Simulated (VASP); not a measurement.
# MgO (Periclase) (Fm-3m) in VASP: further runs

Aim: see how the results for MgO (Periclase) move with the level of theory and the settings. Levels: PBE, LDA. Tasks: G0W0 quasiparticle levels.

Program: VASP 6.6.1. These are calculated values, not measurements. Logs are shortened: lines on timing, memory, paths and dates and some standing lists are left out, and cuts for length are marked.

### 1 The cell of the first run

The structure is cubic, space group Fm-3m (No. 225). Conventional cell: a = 4.204 Å, b = 4.204 Å, c = 4.204 Å, α = 90.00°, β = 90.00°, γ = 90.00°. Within 2.8 Å of Mg (site symmetry m-3m) lie 6 O at 2.10 Å. Within 2.8 Å of O (site symmetry m-3m) lie 6 Mg at 2.10 Å.

### 2 G0W0 quasiparticle levels, PBE

Contents of POSCAR:

```
MgO
1.0
    0.0000000000      2.1021680256      2.1021680256
    2.1021680256      0.0000000000      2.1021680256
    2.1021680256      2.1021680256      0.0000000000
Mg O
1 1
Direct
    0.0000000000      0.0000000000      0.0000000000
    0.5000000000      0.5000000000      0.5000000000
```

Contents of INCAR.step1:

```
SYSTEM = MgO
ALGO = Normal
EDIFF = 1E-8
ENCUT = 500
GGA = PE
ISMEAR = 0
LASPH = .True.
LCHARG = .False.
LREAL = .False.
LWAVE = .True.
NELM = 80
PREC = Accurate
SIGMA = 0.01
```

Contents of INCAR.step2:

```
SYSTEM = MgO
ALGO = Exact
EDIFF = 1E-8
ENCUT = 500
GGA = PE
ISMEAR = 0
ISTART = 1
LASPH = .True.
LCHARG = .False.
LOPTICS = .True.
LREAL = .False.
LWAVE = .True.
NBANDS = 64
NELM = 1
PREC = Accurate
SIGMA = 0.01
```

Contents of INCAR.step3:

```
SYSTEM = MgO
ALGO = EVGW0
EDIFF = 1E-8
ENCUT = 500
ENCUTGW = 80.0
GGA = PE
ISMEAR = 0
ISTART = 1
LASPH = .True.
LCHARG = .False.
LREAL = .False.
LWAVE = .False.
NBANDS = 64
NBANDSGW = 12
NELMGW = 1
NOMEGA = 48
PREC = Accurate
PRECFOCK = Fast
SIGMA = 0.01
```

Contents of KPOINTS:

```
k-points
0
Gamma
  4 4 4
  0 0 0
```

Potentials or basis: VASP PAW PBE potentials, release 64 (Mg_GW, O_GW).

Run with:

```bash
> cat potpaw_PBE.64/Mg_GW/POTCAR potpaw_PBE.64/O_GW/POTCAR > POTCAR
> cp INCAR.step1 INCAR
> mpirun -np 1 vasp_std > vasp.out
> cp INCAR.step2 INCAR
> mpirun -np 1 vasp_std > vasp.out
> cp INCAR.step3 INCAR
> mpirun -np 1 vasp_std > vasp.out
```

OUTCAR:

```text
SYSTEM = MgO
   EDIFF = 1E-8
   ENCUT = 500
   ENCUTGW = 80.0
   GGA = PE
   ISMEAR = 0
   ISTART = 1
   LASPH = .True.
   LREAL = .False.
   NELMGW = 1
   PREC = Accurate
   PRECFOCK = Fast

 ion  position               nearest neighbor table
   1  0.000  0.000  0.000-   2 2.10   2 2.10   2 2.10   2 2.10   2 2.10   2 2.10
   2  0.500  0.500  0.500-   1 2.10   1 2.10   1 2.10   1 2.10   1 2.10   1 2.10

  LATTYP: Found a face centered cubic cell.
 ALAT       =     4.2043360512

  Lattice vectors:

 A1 = (   0.0000000000,   2.1021680256,   2.1021680256)
 A2 = (   2.1021680256,   0.0000000000,   2.1021680256)
 A3 = (   2.1021680256,   2.1021680256,   0.0000000000)

Analysis of symmetry for initial positions (statically):
=====================================================================
 Subroutine PRICEL returns:
 Original cell was already a primitive cell.

 Routine SETGRP: Setting up the symmetry group for a
 face centered cubic supercell.

 Subroutine GETGRP returns: Found 48 space group operations
 (whereof 48 operations were pure point group operations)
 out of a pool of 48 trial point group operations.

The static configuration has the point symmetry O_h .

Analysis of symmetry for dynamics (positions and initial velocities):
=====================================================================
 Subroutine PRICEL returns:
 Original cell was already a primitive cell.

 Routine SETGRP: Setting up the symmetry group for a
 face centered cubic supercell.

 Subroutine GETGRP returns: Found 48 space group operations
 (whereof 48 operations were pure point group operations)
 out of a pool of 48 trial point group operations.

The dynamic configuration has the point symmetry O_h .

 Subroutine INISYM returns: Found 48 space group operations
 (whereof 48 operations are pure point group operations),
 and found     1 'primitive' translations

----------------------------------------------------------------------------------------

                                     Primitive cell

  volume of cell :      18.5794

  direct lattice vectors                    reciprocal lattice vectors
     0.000000000  2.102168026  2.102168026    -0.237849684  0.237849684  0.237849684
     2.102168026  0.000000000  2.102168026     0.237849684 -0.237849684  0.237849684
     2.102168026  2.102168026  0.000000000     0.237849684  0.237849684 -0.237849684

  length of vectors
     2.972914532  2.972914532  2.972914532     0.411967737  0.411967737  0.411967737

  position of ions in fractional coordinates (direct lattice)
     0.000000000  0.000000000  0.000000000
     0.500000000  0.500000000  0.500000000

  ion indices of the primitive-cell ions
   primitive index   ion index
                 1           1
                 2           2

----------------------------------------------------------------------------------------

 KPOINTS: k-points

Automatic generation of k-mesh.
 Grid dimensions read from file:
 generate k-points for:    4    4    4

 Generating k-lattice:

  Cartesian coordinates                     Fractional coordinates (reciprocal lattice)
    -0.059462421  0.059462421  0.059462421     0.250000000  0.000000000  0.000000000
     0.059462421 -0.059462421  0.059462421     0.000000000  0.250000000  0.000000000
     0.059462421  0.059462421 -0.059462421     0.000000000  0.000000000  0.250000000

  Length of vectors
     0.102991934  0.102991934  0.102991934

  Shift w.r.t. Gamma in fractional coordinates (k-lattice)
     0.000000000  0.000000000  0.000000000

 Subroutine IBZKPT returns following result:
 ===========================================

 Found      8 irreducible k-points:

 Following reciprocal coordinates:
            Coordinates               Weight
  0.000000  0.000000  0.000000      1.000000
  0.250000  0.000000  0.000000      8.000000
  0.500000  0.000000  0.000000      4.000000
  0.250000  0.250000  0.000000      6.000000
  0.500000  0.250000  0.000000     24.000000
 -0.250000  0.250000  0.000000     12.000000
  0.500000  0.500000  0.000000      3.000000
 -0.250000  0.500000  0.250000      6.000000
   k-points           NKPTS =      8   k-points in BZ     NKDIM =     64   number of bands    NBANDS=     64
   number of dos      NEDOS =    301   number of ions     NIONS =      2
   total plane-waves  NPLWV =  13824
   dimension x,y,z NGX =    24 NGY =   24 NGZ =   24
   dimension x,y,z NGXF=    48 NGYF=   48 NGZF=   48
   ions per type =               1   1
   NGX,Y,Z   is equivalent  to a cutoff of  13.42, 13.42, 13.42 a.u.
   NGXF,Y,Z  is equivalent  to a cutoff of  26.84, 26.84, 26.84 a.u.
 SYSTEM =  MgO
   PREC   = accura    normal or accurate (medium, high low for compatibility)
   ISTART =      1    job   : 0-new  1-cont  2-samecut
   ICHARG =      0    charge: 1-file 2-atom 10-const
   ISPIN  =      1    spin polarized calculation?
   LNONCOLLINEAR =      F non collinear calculations
   LSORBIT =      F    spin-orbit coupling
   LASPH  =      T    aspherical Exc in radial PAW
   ENCUT  =  500.0 eV  36.75 Ry    6.06 a.u.   5.42  5.42  5.42*2*pi/ulx,y,z
   NELM   =     60;   NELMIN=  2; NELMDL=  0     # of ELM steps
   EDIFF  = 0.1E-07   stopping-criterion for ELM
   LREAL  =      F    real-space projection
   EDIFFG = 0.1E-06   stopping-criterion for IOM
   NSW    =      0    number of steps for IOM
   IBRION =     -1    ionic relax: 0-MD 1-quasi-New 2-CG
   NFREE  =      0    steps in history (QN), initial steepest desc. (CG)
   ISIF   =      0    stress and relaxation
   ISYM   =      3    0-nonsym 1-usesym 2-fastsym
   POTIM  = 0.5000    time-step for ionic-motion
   TEBEG  =    0.0;   TEEND  =   0.0 temperature during run
   PSTRESS=    0.0 pullay stress
   NELECT =       8.0000    total number of electrons
   NUPDOWN=      -1.0000    fix difference up-down
   EMIN   =  10.00;   EMAX   =-10.00  energy-range for DOS
   EFERMI =   0.00;   METHOD = LEGACY
   ISMEAR =     0;   SIGMA  =   0.01  broadening in eV -4-tet -1-fermi 0-gaus
   EFERMI_NEDOS =   21; number of points for ismear=-14 and -15
   IALGO  =     38    algorithm
   IMIX   =      4    mixing-type and parameters
     AMIX     =   0.40;   BMIX     =  1.00
     AMIX_MAG =   1.60;   BMIX_MAG =  1.00
  volume/ion in A,a.u.               =       9.29        62.69
  Fermi-wavevector in a.u.,A,eV,Ry     =   1.236215  2.336108 20.792804  1.528228
  Thomas-Fermi vector in A             =   2.370833
   LORBIT       =      0    0 simple, 1 ext, 2 COOP (PROOUT), +10 PAW based schemes
   GGA     = PE    functional components
   LHFCALC =     T    Hartree Fock is set to
   PRECFOCK=fast      Normal, Fast or Accurate (Low or Medium for compatibility)
   ENCUT4O =  -1.0   cutoff for four orbital integrals eV
   NKREDX  =     1    reduce k-point grid by
   NKREDY  =     1    reduce k-point grid by
   NKREDZ  =     1    reduce k-point grid by
   AEXX    =    1.0000 exact exchange contribution
   HFSCREEN=    0.0000 screening length (either q_TF or 0.3 A-1)
   HFSCREENC=   0.0000 screening length for correlation (either q_TF or 0.3 A-1)
   ENCUTFOCK=  -1.0 apply spherical cutoff to Coloumb kernel
   IVDW    =     0    specifies the selected vdW correction
   LEPSILON=     F    determine dielectric tensor
   LRPA    =     F    only Hartree local field effects (RPA)
   LRPAFORCE           =     F    calculate RPA forces
   ENCUTGW             =  80.0    cutoff for response function in eV
   ENCUTGWSOFT         =  64.0    soft cutoff for Coulomb kernel in GW response function in eV
   ENCUTLF             =  -1.0    cutoff for local field effects
   NELMGW              =     1    number of iterations in solving QP/BSE equation
   NELMHF              =     1    number of iterations in the inner HF iteration
   NKREDLFX            =     1    NKREDLFY  =   1   NKREDLFZ  =   1
 non-spin polarized calculation
 Gauss-broadening in eV      SIGMA  =   0.01
  energy-cutoff  :      500.00
  volume of cell :       18.58
 maximum number of plane-waves:       483
 NGX is ok and might be reduce to    24
  NGX = 12; NGY = 12; NGZ = 12
   NGX = 11   NGY = 11   NGZ = 11
 maximum number of plane-waves:        34
 NGX is ok and might be reduce to    10

 QP shifts <psi_nk| G(iteration)W_0 |psi_nk>: iteration 1
 for sc-GW calculations column KS-energies equals QP-energies in previous step
 and V_xc(KS)=  KS-energies - (<T + V_ion + V_H > + <T+V_H+V_ion>^1  + <V_x>^1)

 k-point   1 :       0.0000    0.0000    0.0000
  band No.  KS-energies  QP-energies   sigma(KS)   V_xc(KS)     V^pw_x(r,r')   Z            occupation Imag(sigma)

      1     -14.0605     -16.3317     -21.2872     -18.1170     -29.9024       0.7164       2.0000       1.1537
      2       3.2384       2.1312     -21.1453     -19.7374     -25.3280       0.7864       2.0000       0.1175
      3       3.2384       2.1312     -21.1453     -19.7374     -25.3280       0.7864       2.0000       0.1175
      4       3.2384       2.1312     -21.1453     -19.7374     -25.3280       0.7864       2.0000       0.1175
      5       8.0105       9.1474     -10.8468     -12.2112      -7.2876       0.8332       0.0000      -0.0735
      6      19.0644      20.3015      -7.5600      -9.0615      -3.0699       0.8239       0.0000      -0.1288
      7      19.0644      20.3015      -7.5600      -9.0615      -3.0699       0.8239       0.0000      -0.1288
      8      19.0644      20.3015      -7.5600      -9.0615      -3.0699       0.8239       0.0000      -0.1288
      9      22.9983      23.4018      -7.4025      -7.9273      -1.6746       0.7688       0.0000      -0.5105
     10      24.7766      26.3492      -7.9558      -9.8772      -3.2530       0.8185       0.0000      -0.1944
     11      24.7766      26.3492      -7.9558      -9.8772      -3.2530       0.8185       0.0000      -0.1944
     12      27.3739      28.9095      -7.5606      -9.4935      -1.8714       0.7944       0.0000      -0.5344

 k-point   2 :       0.2500    0.0000    0.0000
  band No.  KS-energies  QP-energies   sigma(KS)   V_xc(KS)     V^pw_x(r,r')   Z            occupation Imag(sigma)
[... 97 lines left out ...]
      1     -12.4467     -14.6955     -22.8995     -19.8657     -31.3951       0.7412       2.0000       0.9849
      2       0.2614      -1.3658     -18.2562     -16.1539     -22.4652       0.7740       2.0000       0.1449
      3       0.2614      -1.3658     -18.2562     -16.1539     -22.4652       0.7740       2.0000       0.1449
      4       1.4557       0.0314     -19.3575     -17.5357     -23.5401       0.7818       2.0000       0.1320
      5      14.9214      16.5081     -10.8498     -12.8200      -6.6744       0.8054       0.0000      -0.1105
      6      14.9214      16.5081     -10.8498     -12.8200      -6.6744       0.8054       0.0000      -0.1105
      7      15.4549      17.1784      -9.3595     -11.4531      -5.2480       0.8232       0.0000      -0.0979
      8      18.7732      20.1905      -8.6202     -10.3835      -3.7594       0.8038       0.0000      -0.1741
      9      25.2039      26.6055      -8.5357     -10.3093      -3.0160       0.7903       0.0000      -0.4510
     10      25.2039      26.6055      -8.5357     -10.3093      -3.0160       0.7903       0.0000      -0.4510
     11      29.6143      31.5752      -8.6971     -11.0127      -3.5083       0.8468       0.0000      -0.6048
     12      32.2563      34.4147      -9.6669     -12.2262      -3.8505       0.8434       0.0000      -0.9720
```

It took 20 s on 1 thread of Intel Xeon Platinum 8259CL at 2.50GHz (Skylake/Cascade Lake), shared host; peak memory 0.17 GiB.

What came out:

```yaml
Band_gap_on_the_k_mesh_mean-field_level: 4.77 eV, direct
Quasiparticle_gap: 7.02 eV
Least_direct_quasiparticle_gap: 7.02 eV
```

Caveat: the k points lie up to 0.65 Å⁻¹ apart; bands, screening cutoff and mesh are small and nothing is extrapolated, so the quasiparticle values aren't converged.

(Continued in part 2 of 2.)
